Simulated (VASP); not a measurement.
# Al35CdN35 (a cell with a defect) in VASP: notebook

The runs below take Al35CdN35 (a cell with a defect) through single point, with PBE.

Program: VASP 6.6.1. These are calculated values, not measurements. Logs are shortened: lines on timing, memory, paths and dates and some standing lists are left out, and cuts for length are marked.

### Step 1. The cell of the first run

The cell holds a defect, 71 atoms: a = 9.389 Å, b = 9.389 Å, c = 10.035 Å, α = 90.00°, β = 90.00°, γ = 120.00°.

### Step 2. Single point, PBE

INCAR reads:

```
SYSTEM = Al35CdN35
PREC     = Accurate       ! precision mode
ENCUT    = 520            ! plane-wave cutoff, eV
EDIFF    = 1E-6           ! SCF threshold, eV
ISMEAR   = 0              ! smearing method
SIGMA    = 0.01           ! smearing width, eV
LREAL    = Auto         
LASPH    = .True.         ! aspherical terms in the spheres
NELM     = 80             ! most SCF steps
ALGO     = Normal         ! electronic algorithm
ISIF     = 2              ! what is computed and relaxed
LWAVE    = .False.        ! write WAVECAR
LCHARG   = .False.        ! write CHGCAR
GGA      = PE             ! functional
NBANDS   = 187            ! bands
```

KPOINTS reads:

```
Automatic mesh
0
Gamma
  1 1 1
  0.25 0.25 0.25
```

POSCAR reads:

```
Al35CdN35
1.0
    9.3892708701      0.0000000899      0.0000000000
   -4.6946355101      8.1313470499      0.0000000000
    0.0000000000      0.0000000000     10.0348065900
Al N Cd
35 35 1
Direct
    0.2245103573      0.1107602232      0.2503804898
    0.1092932626      0.2145144425      0.5037725827
    0.2234004571      0.1108374402      0.7507158936
    0.1100232524      0.2197890496      1.0003021075
    0.2260157261      0.4458826842      0.2332983623
    0.1089341051      0.5606061369      0.5041171773
    0.2212716093      0.4436427238      0.7558740355
    0.1100123358      0.5563375602      1.0002360483
    0.2244685757      0.7794954574      0.2502732267
    0.1103798407      0.8880699712      0.5008112000
    0.2234268661      0.7787128091      0.7508349340
    0.1111466346      0.8886230181      1.0004187923
    0.5560872094      0.1109269450      0.2508691773
    0.4476460435      0.2226555748      0.5001234676
    0.5555045732      0.1107117494      0.7500045650
    0.4453225008      0.2217716495      0.9999220767
    0.5583552115      0.4432710011      0.2491732511
    0.5548101850      0.4441593782      0.7504262333
    0.4473481653      0.5568130353      0.9947748560
    0.5584560051      0.7810993191      0.2494725038
    0.4477810982      0.8907506063      0.5000606724
    0.5549019936      0.7767052705      0.7503287017
    0.4453490873      0.8896625246      0.9999588860
    0.8892234143      0.1107055270      0.2514593623
    0.7782291382      0.2215931744      0.5005314407
    0.8870458075      0.1093892927      0.7506062181
    0.7778384678      0.2218474037      1.0005862394
    0.8891955198      0.4441237447      0.2511406021
    0.7752860338      0.5547252453      0.4999165661
    0.8869935389      0.4433617970      0.7507145520
    0.7787164418      0.5556791161      1.0001425173
    0.8896536911      0.7776629372      0.2504711549
    0.7751806572      0.8868345637      0.4994919039
    0.8881736649      0.7771107837      0.7497995840
    0.7786954326      0.8890172404      1.0002015494
    0.2232915932      0.1105911561      0.4409781920
    0.1122405958      0.2213744745      0.1923782660
    0.2221420160      0.1109776117      0.9409294335
    0.1107293850      0.2218244905      0.6924475875
    0.1122386503      0.5561930634      0.1921860072
    0.2192856666      0.4429314650      0.9468819450
    0.1107094237      0.5545878332      0.6926313573
    0.2232418262      0.7786681201      0.4409473618
    0.1122299281      0.8887593149      0.1910660521
    0.2221934341      0.7778572274      0.9410190598
    0.1113591187      0.8884492999      0.6909239597
    0.5568251189      0.1114825223      0.4409595521
    0.4446846927      0.2205370697      0.1891927792
    0.5562312283      0.1114204229      0.9402382780
    0.4445903193      0.2213889998      0.6909630369
    0.5625606541      0.4351350097      0.4345626720
    0.4491050385      0.5573816365      0.1876728242
    0.5574044768      0.4433005652      0.9418493000
    0.4413007198      0.5534404705      0.7094426431
    0.5627560625      0.7939884421      0.4345587486
    0.4446913113      0.8894759555      0.1892219213
    0.5574903416      0.7808394727      0.9418459372
    0.4445026034      0.8886706074      0.6909817549
    0.8929110423      0.1135355974      0.4417529231
    0.7792183385      0.2221556550      0.1913912994
    0.8890498647      0.1112492130      0.9409316318
    0.7780440594      0.2216417071      0.6909121802
    0.8923908010      0.4446031269      0.4415009015
    0.7812745749      0.5563033551      0.1897809495
    0.8889750363      0.4441689450      0.9409429286
    0.7777592648      0.5548545977      0.6906144228
    0.8893734762      0.7777900845      0.4409203320
    0.7813109516      0.8902520220      0.1898484596
    0.8893472739      0.7779272243      0.9403310939
    0.7777387626      0.8882523162      0.6905272834
    0.3917694475      0.5286103655      0.4868045245
```

Potentials or basis: VASP PAW PBE potentials, release 64 (Al, N, Cd).

Launch:

```bash
$ cat potpaw_PBE.64/Al/POTCAR potpaw_PBE.64/N/POTCAR potpaw_PBE.64/Cd/POTCAR > POTCAR
$ mpirun -np 1 vasp_std > vasp.out
```

OUTCAR:

```text
SYSTEM = Al35CdN35
   PREC = Accurate
   ENCUT = 520
   EDIFF = 1E-6
   ISMEAR = 0
   LREAL = Auto
   LASPH = .True.
   NELM = 80
   ISIF = 2
   GGA = PE

 ion  position               nearest neighbor table
   1  0.225  0.111  0.250-  48 1.89  44 1.90  37 1.90  36 1.91  16 3.09  12 3.09  14 3.09  10 3.10
                             4 3.10   2 3.10   9 3.11  13 3.11  17 3.13  32 3.14   5 3.14  24 3.15
   2  0.109  0.215  0.504-  59 1.87  36 1.88  39 1.89  71 2.82   3 3.05  26 3.07  10 3.07  24 3.10
                             1 3.10  33 3.11  14 3.14   7 3.14  25 3.14   6 3.25   5 3.30
   3  0.223  0.111  0.751-  50 1.90  46 1.91  38 1.91  39 1.91   2 3.05  16 3.08   4 3.09  12 3.09
                            10 3.09  14 3.11  11 3.12  15 3.12  18 3.12   7 3.14  34 3.14  26 3.15
   4  0.110  0.220  0.000-  41 1.89  38 1.89  61 1.89  37 1.93   5 2.97   7 3.05   3 3.09  26 3.09
                            24 3.09   1 3.10  35 3.11  12 3.11  27 3.13  16 3.14   8 3.16  19 3.17
   5  0.226  0.446  0.233-  40 1.87  52 1.87  37 1.87  71 2.88   4 2.97   8 2.98  19 2.99  17 3.14
                            20 3.14   1 3.14   9 3.14  28 3.16  24 3.16   2 3.30   6 3.31
   6  0.109  0.561  0.504-  63 1.87  43 1.88  42 1.89  71 2.82  11 3.05  30 3.06  10 3.07  28 3.10
                            29 3.11   9 3.11   7 3.14  21 3.14  25 3.15   2 3.25   5 3.31
   7  0.221  0.444  0.756-  54 1.85  42 1.91  39 1.91  41 1.92  19 3.02  71 3.04   8 3.05   4 3.05
                            18 3.13  22 3.13   3 3.14  11 3.14  30 3.14  26 3.14   6 3.14   2 3.14
   8  0.110  0.556  0.000-  41 1.89  65 1.89  45 1.90  40 1.93   5 2.98   7 3.05  11 3.09  30 3.09
                            28 3.09   9 3.10  31 3.11  12 3.11  27 3.13  23 3.14   4 3.16  19 3.17
   9  0.224  0.779  0.250-  56 1.89  44 1.90  40 1.91  43 1.91  23 3.09  12 3.09  21 3.10   8 3.10
[... 86 lines left out ...]
  69  0.889  0.778  0.940-  35 1.90  12 1.90  31 1.90  34 1.91
  70  0.778  0.888  0.691-  26 1.90  34 1.90  22 1.91  33 1.92
  71  0.392  0.529  0.487-  51 2.24  55 2.25  54 2.27   2 2.82   6 2.82   5 2.88   7 3.04  17 3.17
                            20 3.17  14 3.17  21 3.17  18 3.34  22 3.35  29 3.49  33 3.49

  LATTYP: Found a hexagonal cell.
 ALAT       =     9.3892708701
 C/A-ratio  =     1.0687524866

  Lattice vectors:

 A1 = (   9.3892708701,   0.0000000899,   0.0000000000)
 A2 = (  -4.6946355101,   8.1313470499,   0.0000000000)
 A3 = (   0.0000000000,   0.0000000000,  10.0348065900)

Analysis of symmetry for initial positions (statically):
=====================================================================
 Subroutine PRICEL returns:
 Original cell was already a primitive cell.

 Routine SETGRP: Setting up the symmetry group for a
 hexagonal supercell.

 Subroutine GETGRP returns: Found  1 space group operations
 (whereof  1 operations were pure point group operations)
 out of a pool of 24 trial point group operations.

The static configuration has the point symmetry C_1 .

Analysis of symmetry for dynamics (positions and initial velocities):
=====================================================================
 Subroutine PRICEL returns:
 Original cell was already a primitive cell.

 Routine SETGRP: Setting up the symmetry group for a
 hexagonal supercell.

 Subroutine GETGRP returns: Found  1 space group operations
 (whereof  1 operations were pure point group operations)
 out of a pool of 24 trial point group operations.

The dynamic configuration has the point symmetry C_1 .

 Subroutine INISYM returns: Found  1 space group operations
 (whereof  1 operations are pure point group operations),
 and found     1 'primitive' translations

----------------------------------------------------------------------------------------

                                     Primitive cell

  volume of cell :     766.1316

[... 184 lines left out ...]
 -0.250000  0.500000  0.250000      2.000000
  0.500000  0.250000  0.250000      2.000000
 -0.250000 -0.250000  0.250000      2.000000
  0.250000  0.500000  0.250000      2.000000
  0.500000 -0.250000  0.250000      2.000000
   k-points           NKPTS =      6   k-points in BZ     NKDIM =      6   number of bands    NBANDS=    187
   number of dos      NEDOS =    301   number of ions     NIONS =     71
   total plane-waves  NPLWV = 392000
   dimension x,y,z NGX =    70 NGY =   70 NGZ =   80
   dimension x,y,z NGXF=   140 NGYF=  140 NGZF=  160
   ions per type =              35  35   1
   NGX,Y,Z   is equivalent  to a cutoff of  12.39, 12.39, 13.25 a.u.
   NGXF,Y,Z  is equivalent  to a cutoff of  24.79, 24.79, 26.51 a.u.
 SYSTEM =  Al35CdN35
   PREC   = accura    normal or accurate (medium, high low for compatibility)
   ISTART =      0    job   : 0-new  1-cont  2-samecut
   ICHARG =      2    charge: 1-file 2-atom 10-const
   ISPIN  =      1    spin polarized calculation?
   LNONCOLLINEAR =      F non collinear calculations
   LSORBIT =      F    spin-orbit coupling
   LASPH  =      T    aspherical Exc in radial PAW
   ENCUT  =  520.0 eV  38.22 Ry    6.18 a.u.  17.46 17.46 18.66*2*pi/ulx,y,z
   NELM   =     80;   NELMIN=  2; NELMDL= -5     # of ELM steps
   EDIFF  = 0.1E-05   stopping-criterion for ELM
   LREAL  =      T    real-space projection
   EDIFFG = 0.1E-04   stopping-criterion for IOM
   NSW    =      0    number of steps for IOM
   IBRION =     -1    ionic relax: 0-MD 1-quasi-New 2-CG
   NFREE  =      0    steps in history (QN), initial steepest desc. (CG)
   ISIF   =      2    stress and relaxation
   ISYM   =      2    0-nonsym 1-usesym 2-fastsym
   POTIM  = 0.5000    time-step for ionic-motion
   TEBEG  =    0.0;   TEEND  =   0.0 temperature during run
   PSTRESS=    0.0 pullay stress
   NELECT =     292.0000    total number of electrons
   NUPDOWN=      -1.0000    fix difference up-down
   EMIN   =  10.00;   EMAX   =-10.00  energy-range for DOS
   EFERMI =   0.00;   METHOD = LEGACY
   ISMEAR =     0;   SIGMA  =   0.01  broadening in eV -4-tet -1-fermi 0-gaus
   EFERMI_NEDOS =   21; number of points for ismear=-14 and -15
   IALGO  =     38    algorithm
   IMIX   =      4    mixing-type and parameters
     AMIX     =   0.40;   BMIX     =  1.00
     AMIX_MAG =   1.60;   BMIX_MAG =  1.00
  volume/ion in A,a.u.               =      10.79        72.82
  Fermi-wavevector in a.u.,A,eV,Ry     =   1.186956  2.243022 19.168769  1.408865
  Thomas-Fermi vector in A             =   2.323118
   LORBIT       =      0    0 simple, 1 ext, 2 COOP (PROOUT), +10 PAW based schemes
   GGA     = PE    functional components
   LHFCALC =     F    Hartree Fock is set to
   AEXX    =    0.0000 exact exchange contribution
   IVDW    =     0    specifies the selected vdW correction
   LEPSILON=     F    determine dielectric tensor
   LRPA    =     F    only Hartree local field effects (RPA)
 non-spin polarized calculation
 Gauss-broadening in eV      SIGMA  =   0.01
  energy-cutoff  :      520.00
  volume of cell :      766.13
 maximum number of plane-waves:     20622
 NGX is ok and might be reduce to    70
   NGX = 35   NGY = 35   NGZ = 37

 number of electron     291.9999987 magnetization

 Free energy of the ion-electron system (eV)
  ---------------------------------------------------
  ext. energy  EPLUGINS =         0.00000000
  ---------------------------------------------------
  free energy    TOTEN  =      -518.64878457 eV

  energy without entropy =     -518.64878457  energy(sigma->0) =     -518.64878457

 E-fermi :   6.3707     XC(G=0): -10.8417

 val. band max:        6.2697690375   @ k =   0.5000   0.2500   0.2500
 cond. band min:       9.7620966442   @ k =  -0.2500   0.5000   0.2500
 fundamental gap:      3.4923276067
 Fermi energy:         6.3707140056

 k-point     1 :       0.2500    0.2500    0.2500
  band No.  band energies     occupation
      1      -8.9506      2.00000
      2      -8.6592      2.00000
      3      -8.6065      2.00000
      4      -8.4934      2.00000
      5      -8.2527      2.00000
      6      -8.1399      2.00000
[... 955 lines left out ...]
    157      11.7592      0.00000
    158      11.8499      0.00000
 [bands above 158 left out]

------------------------ aborting loop because EDIFF is reached ----------------------------------------

  FORCE on cell =-STRESS in cart. coord.  units (eV):
  Direction    XX          YY          ZZ          XY          YZ          ZX
  --------------------------------------------------------------------------------------
  -------------------------------------------------------------------------------------
  Total        3.2244650      3.9963959      8.8645878     -2.1582453     -0.9364964     -1.6140162
  in kB        6.7431819      8.3574871     18.5381228     -4.5134435     -1.9584537     -3.3753212
  external PRESSURE =      11.2129306 kB  Pullay stress =       0.0000000 kB

 VOLUME and BASIS-vectors are now :
 -----------------------------------------------------------------------------
  energy-cutoff  :      520.00
  volume of cell :      766.13
      direct lattice vectors                 reciprocal lattice vectors
     9.389270870  0.000000090  0.000000000     0.106504542  0.061490427  0.000000000
    -4.694635510  8.131347050  0.000000000    -0.000000001  0.122980853  0.000000000
     0.000000000  0.000000000 10.034806590     0.000000000  0.000000000  0.099653141

 POSITION                                       TOTAL-FORCE (eV/Angst)
 -----------------------------------------------------------------------------------
      1.58801      0.90063      2.51252         0.030239     -0.019805      0.008770
      0.01912      1.74429      5.05526         0.018318     -0.007773      0.027414
      1.57723      0.90126      7.53329         0.026337     -0.012527     -0.003187
      0.00121      1.78718      0.00303        -0.027656      0.013794      0.002921
      0.02887      3.62563      2.34110         0.025852     -0.007486     -0.011045
     -1.60903      4.55848      5.05872        -0.013542      0.015636     -0.032597
[... 63 lines left out ...]
      3.13238      7.22269      6.92931        -0.042708      0.024512     -0.019450
      1.19680      4.29831      4.88499        -0.076278     -0.007285     -0.031253
 -----------------------------------------------------------------------------------
    total drift:                               -0.002110     -0.002348      0.032621

  FREE ENERGIE OF THE ION-ELECTRON SYSTEM (eV)
  ---------------------------------------------------
  free  energy   TOTEN  =      -518.6487845741 eV

  energy  without entropy=     -518.6487845741  energy(sigma->0) =     -518.64878457
```

Wall time 34 min (1 thread of Intel Xeon Platinum 8259CL at 2.50GHz (Skylake/Cascade Lake), shared host); peak memory 1.1 GiB.

Results:

```
Free energy            : -518.6488 eV
Pressure               : 1.1 GPa
Largest force          : 0.119 eV/Å
Band gap on the k mesh : 3.49 eV
```

Forces in eV/Å, atoms in the order of the input:
```
Al   0.030 -0.020  0.009
Al   0.018 -0.008  0.027
Al   0.026 -0.013 -0.003
Al  -0.028  0.014  0.003
Al   0.026 -0.007 -0.011
Al  -0.014  0.016 -0.033
Al   0.022 -0.010  0.007
Al  -0.018  0.009  0.002
Al   0.025 -0.014  0.022
Al   0.016  0.030 -0.025
Al   0.025 -0.015 -0.003
Al  -0.024  0.017  0.003
Al   0.021 -0.010  0.003
Al  -0.020  0.023 -0.012
Al   0.023 -0.013  0.000
Al  -0.026  0.017  0.000
Al   0.029 -0.014  0.011
Al   0.037 -0.013 -0.001
Al  -0.025  0.010 -0.001
Al   0.022 -0.023 -0.046
Al  -0.085  0.015  0.015
Al   0.020 -0.024  0.013
Al  -0.026  0.013  0.003
Al   0.027 -0.007 -0.026
Al  -0.051  0.047  0.005
Al   0.026 -0.006  0.010
Al  -0.027  0.012  0.003
Al   0.022 -0.011  0.019
Al  -0.007 -0.030 -0.029
Al   0.024 -0.013 -0.007
Al  -0.029  0.012  0.001
Al   0.030 -0.016 -0.001
Al   0.051 -0.038  0.062
Al   0.031 -0.027  0.002
Al  -0.023  0.018  0.001
N    0.016 -0.035  0.012
N   -0.033  0.016 -0.002
N    0.042 -0.026  0.004
N   -0.023  0.012  0.004
N   -0.042  0.023  0.016
N    0.043 -0.020 -0.004
N   -0.029  0.012  0.006
N   -0.001 -0.009  0.017
N   -0.042  0.025 -0.005
N    0.037 -0.027 -0.004
N   -0.038  0.020  0.004
N    0.050 -0.017 -0.006
N   -0.037  0.024 -0.006
N    0.039 -0.024 -0.001
N   -0.039  0.016  0.009
N    0.100 -0.064 -0.007
N   -0.028  0.012 -0.017
N    0.047 -0.026  0.003
N   -0.030  0.029  0.063
N    0.019  0.034 -0.010
N   -0.034  0.021 -0.004
N    0.039 -0.026 -0.012
N   -0.026  0.020 -0.002
N   -0.033  0.010 -0.046
N   -0.034  0.018  0.001
N    0.037 -0.021  0.002
N   -0.035  0.019 -0.003
N    0.022  0.020  0.007
N   -0.039  0.022 -0.006
N    0.038 -0.019  0.007
N   -0.041  0.027  0.006
N    0.023 -0.005  0.001
N   -0.040  0.020  0.006
N    0.039 -0.020 -0.001
N   -0.043  0.025 -0.019
Cd  -0.076 -0.007 -0.031
```

Stress tensor (GPa, compression positive):
```
 0.67 -0.45 -0.34
-0.45  0.84 -0.20
-0.34 -0.20  1.85
```

[end of part 1 of 3]
